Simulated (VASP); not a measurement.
## CaO: single point with PBEsol

Crystal: CaO.

```xyz
2
Lattice="0.0000 2.3711 2.3711 2.3711 0.0000 2.3711 2.3711 2.3711 0.0000" Properties=species:S:1:pos:R:3 pbc="T T T"
Ca    0.0000    0.0000    0.0000
O     2.3711    2.3711    2.3711
```

```yaml
Program: VASP 6.6.1
Task: single point
Functional: PBEsol
Potentials_or_basis: VASP PAW PBE potentials, release 64 (Ca_sv, O)
Cutoff: 520 eV
k_mesh: 10 × 10 × 10
Occupations: fermi-dirac, width 0.05 eV
Spin: no spin polarisation
Dipole_correction: no
Further_INCAR_settings: ALGO = Normal; EDIFF = 1e-06; NBANDS = 15
```

- Pressure: 2.5 GPa
- Band gap on the k mesh: 3.51 eV, indirect (least direct gap 3.88 eV)

Levels at points of the mesh, in eV from the valence-band top:
```tsv
k point	band 4	band 5	band 6	band 7	band 8	band 9	band 10	band 11	band 12	band 13
(0.00, 0.00, 0.00)	-18.04	-15.52	0.00	0.00	0.00	4.89	6.28	6.28	6.28	7.89
(0.50, 0.00, 0.00)	-18.10	-14.10	-2.79	-1.30	-1.30	7.20	8.59	8.59	8.64	10.82
(0.50, 0.50, 0.00)	-18.31	-15.28	-1.30	-0.37	-0.37	3.51	8.35	9.15	9.87	9.87
```

It took 22 s on 1 thread of AMD EPYC 7R43 64-Core Processor (Zen 3) (shared host), peak memory 0.13 GiB.

Caveat: the PAW data sets were made with another functional, which shifts forces and pressure a little. PBEsol gaps usually lie below the measured ones, often by a third to a half.
